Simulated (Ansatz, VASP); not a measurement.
**Two plane-wave programs on NaGa2F3**

The input INCAR:

```
SYSTEM = NaGa2F3
ALGO     = Normal         ! electronic algorithm
EDIFF    = 1E-7           ! SCF threshold, eV
ENCUT    = 520            ! plane-wave cutoff, eV
GGA      = PE             ! functional
ISIF     = 2              ! what is computed and relaxed
ISMEAR   = 0              ! smearing method
LASPH    = .True.         ! aspherical terms in the spheres
LCHARG   = .False.        ! write CHGCAR
LREAL    = .False.        ! projectors in reciprocal space
LWAVE    = .False.        ! write WAVECAR
NBANDS   = 36             ! bands
NELM     = 80             ! most SCF steps
PREC     = Accurate       ! precision mode
SIGMA    = 0.1            ! smearing width, eV
```

The input KPOINTS:

```
k-points
0
Gamma
  6 6 6
  0 0 0
```

The input POSCAR:

```
NaGa2F3
1.0
    2.5820561600      1.4907508200      3.9506773000
   -2.5820561600      1.4907508200      3.9506773000
    0.0000000000     -2.9815016400      3.9506773000
Na Ga F
1 2 3
Direct
    0.0000000000      0.0000000000      0.0000000000
    0.6272294500      0.6272294500      0.6272294500
    0.3727705500      0.3727705500      0.3727705500
    0.0000000000      0.5000000000      0.0000000000
    0.5000000000      0.0000000000      0.0000000000
    0.0000000000      0.0000000000      0.5000000000
```

Input for Ansatz:

```yaml
crystal:
  lattice:
    - [2.58205616, 1.49075082, 3.9506773]
    - [-2.58205616, 1.49075082, 3.9506773]
    - [0.0, -2.98150164, 3.9506773]
  atoms:
    - { symbol: Na, position: [0.0, 0.0, 0.0] }
    - { symbol: Ga, position: [0.62722945, 0.62722945, 0.62722945] }
    - { symbol: Ga, position: [0.37277055, 0.37277055, 0.37277055] }
    - { symbol: F, position: [0.0, 0.5, 0.0] }
    - { symbol: F, position: [0.5, 0.0, 0.0] }
    - { symbol: F, position: [0.0, 0.0, 0.5] }
basis:
  ecutwfc: 420
kpoints:
  mp_grid: { grid: [6, 6, 6] }
hamiltonian:
  xc: pbe
scf:
  occupations: { method: gaussian, width: 0.1 }
  lower_state_search: "off"
output:
  forces: true
  stress: true
  eigenvalues: true
```

Change from the starting cell: species swapped into the Tb2FeCo3 type (R-3m, No. 166).

Alike in both runs: task single point; functional PBE; k mesh 6 × 6 × 6; occupations gaussian, width 0.1 eV; no spin polarisation.

|  | VASP | Ansatz |
| --- | --- | --- |
| version | VASP 6.6.1 | Ansatz 0.2.0 |
| potentials or method | VASP PAW PBE potentials, release 64 (Na_pv, Ga_d, F), cutoff 520 eV | scalar-relativistic, plane waves, PAW |
| valence electrons in the cell | 54 | 56 |

|  | VASP | Ansatz | Ansatz less VASP |
| --- | --- | --- | --- |
| gap on the k mesh at the Fermi level (eV) | 1.53 | 1.54 | +0.010 |
| least direct gap on the mesh (eV) | 1.76 | 1.77 | +0.010 |
| pressure (GPa) | -2.0 | -1.8 | +0.16 |
| traceless stress, the component that is largest in VASP (GPa) | -19.95 | -19.97 | -0.021 |
| rms of the force components (eV/Å) | 0.030 | 0.030 | +0.0001 |

Atom by atom the forces differ by 0.000 eV/Å (rms over components). VASP's potentials hold 54 valence electrons a cell and Ansatz's 56, so a difference there can come from the potentials and not from the codes.
